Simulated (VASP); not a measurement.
Wanted: the native input for a VASP 6.6.1 run.

- Task: single point
- Functional: PBE
- Potentials or basis: VASP PAW PBE potentials, release 64 (Sc_sv)
- Cutoff: 520 eV
- k mesh: 15 × 15 × 8
- Occupations: fermi-dirac, width 0.05 eV
- Spin: no spin polarisation
- Dipole correction: no
- Further INCAR settings: ALGO = Normal; EDIFF = 1e-06; NBANDS = 18

The structure of Sc lies in POSCAR:

```
Sc
1.0
    3.3844744701      0.0000000000      0.0000000000
   -1.6922372351      2.9310408696      0.0000000000
    0.0000000000      0.0000000000      5.2692094551
Sc
2
Direct
    0.3333333333      0.6666666667      0.2500000000
    0.6666666667      0.3333333333      0.7500000000
```

This cell differs from its parent crystal: volume scaled by 1.06.

These files were run (other wordings do the same):

INCAR

```
SYSTEM = Sc
  PREC = Accurate
  ENCUT = 520
  EDIFF = 1E-6
  ISMEAR = -1
  SIGMA = 0.05
  LREAL = .False.
  LASPH = .True.
  NELM = 60
  ALGO = Normal
  ISIF = 2
  LWAVE = .False.
  LCHARG = .True.
  GGA = PE
  LELF = .True.
  LVHAR = .True.
  NBANDS = 18
```

KPOINTS

```
regular mesh
0
Gamma
  15 15 8
  0 0 0
```

Potentials or basis: VASP PAW PBE potentials, release 64 (Sc_sv).

The run is started by

```bash
$ cat potpaw_PBE.64/Sc_sv/POTCAR > POTCAR
$ mpirun -np 1 vasp_std > vasp.out
```

It gave:

The pressure is -2.9 GPa and the band gap on the k mesh is zero (band 11 reaches 4.28 eV, above the bottom of band 12 at 2.90 eV).

Wall time 93 s on 1 thread of Intel(R) Xeon(R) Platinum 8259CL CPU @ 2.50GHz (Skylake/Cascade Lake) (shared host), peak memory 0.25 GiB.
